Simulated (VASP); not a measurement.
Wanted: the native input for a VASP 6.6.1 run.

* Task: single point
* Functional: PBEsol
* Potentials or basis: VASP PAW PBE potentials, release 64 (Ba_sv)
* Cutoff: 500 eV
* k mesh: 12 × 12 × 6
* Occupations: gaussian, width 0.1 eV
* Spin: no spin polarisation
* Dipole correction: no
* Further INCAR settings: ALGO = Normal; EDIFF = 1e-06; NBANDS = 17

The structure of Ba lies in POSCAR:

```
Ba
1.0
    4.3343166054      0.0000000000      0.0000000000
   -2.1671583027      3.7536282883      0.0000000000
    0.0000000000      0.0000000000      7.0891759309
Ba
2
Direct
    0.3333333333      0.6666666667      0.2500000000
    0.6666666667      0.3333333333      0.7500000000
```

This isn't the form of Ba at room conditions, which is bcc.

The input as run:

INCAR

```
SYSTEM = Ba
PREC = Accurate
ENCUT = 500
EDIFF = 1E-6
ISMEAR = 0
SIGMA = 0.1
LREAL = .FALSE.
LASPH = .TRUE.
NELM = 120
ALGO = Normal
ISIF = 2
LWAVE = .FALSE.
LCHARG = .FALSE.
GGA = PS
NBANDS = 17
GGA_COMPAT = .FALSE.
```

KPOINTS

```
regular mesh
0
G
  12 12 6
  0 0 0
```

Potentials or basis: VASP PAW PBE potentials, release 64 (Ba_sv).

Run with:

```sh
$ cat potpaw_PBE.64/Ba_sv/POTCAR > POTCAR
$ mpirun -np 1 vasp_std > vasp.out
```

Results of the run:

The pressure is 0.1 GPa. The band gap on the k mesh is zero (bands 10 and 11 overlap by 0.45 eV).

Caveat: the PAW data sets were made with another functional, which shifts forces and pressure a little; spin-orbit coupling is left out, which moves the levels of the heavy elements.

Wall time 2 min on 1 thread of Intel Xeon 8259CL (shared host), peak memory 0.29 GiB.
